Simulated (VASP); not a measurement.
LiMgBN2, 5 atoms in the cell. Symmetry: I-4m2, No. 119, tetragonal system. The conventional cell has a = 4.043 Å, b = 4.043 Å, c = 9.202 Å, α = 90.00°, β = 90.00°, γ = 90.00°. Within 2.9 Å of Li (site symmetry -4m2) lie 4 N at 2.21 Å and 4 Mg at 2.86 Å. Within 2.9 Å of Mg (site symmetry -4m2) lie 4 N at 2.21 Å and 4 Li at 2.86 Å. Within 1.9 Å of B (site symmetry -4m2) lie 2 N at 1.40 Å. N (site symmetry 2mm) has 1 B at 1.40 Å within 1.9 Å. 

| Property | Result |
| --- | --- |
| Program | VASP 6.6.1 |
| Task | single point |
| Functional | PBEsol |
| Potentials or basis | VASP PAW PBE potentials, release 64 (Li_sv, Mg, B, N) |
| Cutoff | 750 eV |
| k mesh | 8 × 8 × 8 |
| Occupations | gaussian, width 0.05 eV |
| Spin | no spin polarisation |
| Dipole correction | no |
| Further INCAR settings | ALGO = Normal; EDIFF = 1e-06; NBANDS = 17 |

Potentials or basis: VASP PAW PBE potentials, release 64 (Li_sv, Mg, B, N).

Run with:

```console
$ cat potpaw_PBE.64/Li_sv/POTCAR potpaw_PBE.64/Mg/POTCAR potpaw_PBE.64/B/POTCAR potpaw_PBE.64/N/POTCAR > POTCAR
$ mpirun -np 1 vasp_std > vasp.out
```

Hardware: 1 thread of Intel Xeon 8259CL (shared host).

**Question.** Estimate the wall time of this run.

**Answer.** It took 4.4 min on 1 thread of Intel Xeon 8259CL (shared host), peak memory 0.42 GiB. Counts: scf iterations 15, k points 59.
